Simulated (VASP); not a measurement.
Runs of VASP 6.6.1 on Al2Ru. The structure is that of space group Fddd (No. 70), or close to it. The cells are those of the table. 

```csv
cell,gap on the mesh (eV),pressure (GPa),largest force (eV/Å)
"a = 5.998, b = 4.913, c = 4.553 Å, angles 78.5, 53.4, 48.1°, 6 atoms",none,17.1,0.55
"a = 6.035, b = 5.065, c = 4.713 Å, angles 76.1, 54.6, 49.3°, 6 atoms",-,-12.1,0.10
"a = 6.082, b = 4.981, c = 4.617 Å, angles 78.5, 53.4, 48.1°, 6 atoms",none,(a),0.51
"a = 5.900, b = 4.986, c = 4.644 Å, angles 75.5, 54.9, 49.6°, 6 atoms",-,(b),0.18
"a = 5.607, b = 4.773, c = 4.451 Å, angles 74.8, 55.2, 50.0°, 6 atoms",0.40,20.0,0.08
```

Alike in all rows: task single point; level LDA; potentials or basis VASP PAW LDA potentials, release 64 (Al, Ru_pv); no spin polarisation; k mesh 10 × 10 × 10; cutoff (eV) 520; smearing gaussian 0.03 eV.

Task: Fill in the values left out.

Result: (a) 7.4; (b) -6.4.

Caveats: the cell stands under pressure (at least some runs); the cell stands under tension (at least some runs).

A k mesh can miss the band edges, and the runs leave out spin-orbit coupling on Ru.

A gap of «none» marks levels without a gap at the run's occupations.
